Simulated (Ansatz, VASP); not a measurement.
# ZnS in VASP and in Ansatz

File POSCAR:

```
ZnS
1.0
    3.8431079828      0.0000000000      0.0000000000
   -1.9215539914      3.3282291426      0.0000000000
    0.0000000000      0.0000000000      6.3058434841
Zn S
2 2
Direct
    0.3333333333      0.6666666667      0.0053397641
    0.6666666667      0.3333333333      0.5053397641
    0.3333333333      0.6666666667      0.3796602359
    0.6666666667      0.3333333333      0.8796602359
```

File INCAR.step1:

```
  PREC = Accurate
  ENCUT = 550
  ISMEAR = 0
  SIGMA = 0.01
  LREAL = False
  LASPH = True
  NELM = 120
  NBANDS = 26
  GGA = PE
  ALGO = Normal
  EDIFF = 1E-5
  LWAVE = True
  LCHARG = False
  GGA_COMPAT = False
```

File INCAR.step2:

```
  PREC = Accurate
  ENCUT = 550
  EDIFF = 1E-6
  ISMEAR = 0
  SIGMA = 0.01
  LREAL = False
  LASPH = True
  NELM = 120
  ALGO = Normal
  ISIF = 2
  LWAVE = False
  LCHARG = False
  METAGGA = R2SCAN
  LMIXTAU = True
  NBANDS = 26
  ISTART = 1
  GGA_COMPAT = False
```

KPOINTS

```
regular mesh
0
Gamma
  6 6 4
```

Input for Ansatz:

```yaml
crystal:
  lattice:
    - [3.8431079828, 0.0, 0.0]
    - [-1.9215539914, 3.3282291426, 0.0]
    - [0.0, 0.0, 6.3058434841]
  atoms:
    - { symbol: Zn, position: [0.3333333333, 0.6666666667, 0.0053397641] }
    - { symbol: Zn, position: [0.6666666667, 0.3333333333, 0.5053397641] }
    - { symbol: S, position: [0.3333333333, 0.6666666667, 0.3796602359] }
    - { symbol: S, position: [0.6666666667, 0.3333333333, 0.8796602359] }
kpoints:
  mp_grid: { grid: [6, 6, 4] }
hamiltonian:
  xc: r2scan
scf:
  occupations: { method: fixed }
  n_extra_bands: 5
output:
  forces: true
  stress: true
  eigenvalues: true
```

Alike in both runs: task single point; functional r2SCAN; k mesh 6 × 6 × 4; no spin polarisation.

|  | VASP | Ansatz |
| --- | --- | --- |
| version | VASP 6.6.1 | Ansatz 0.2.0 |
| potentials or method | VASP PAW PBE potentials, release 64 (Zn, S) | plane waves, PAW |
| plane-wave cutoff (eV) | 550 | 500 |
| occupations | gaussian, width 0.01 eV | fixed |
| valence electrons in the cell | 36 | 36 |

VASP gave:

| Quantity | Value |
| --- | --- |
| gap on the k mesh at the Fermi level (eV) | 2.65 |
| pressure (GPa) | -2.1 |
| traceless stress, the component that is largest in VASP (GPa) | -0.06 |
| rms of the force components (eV/Å) | 0.006 |

Estimate Ansatz's values.

gap on the k mesh at the Fermi level (eV): 2.64; pressure (GPa): -2.1; traceless stress, the component that is largest in VASP (GPa): -0.06; rms of the force components (eV/Å): 0.002.

VASP's potentials were made for PBE, not for r2SCAN. Atom by atom the forces differ by 0.008 eV/Å (rms over components).
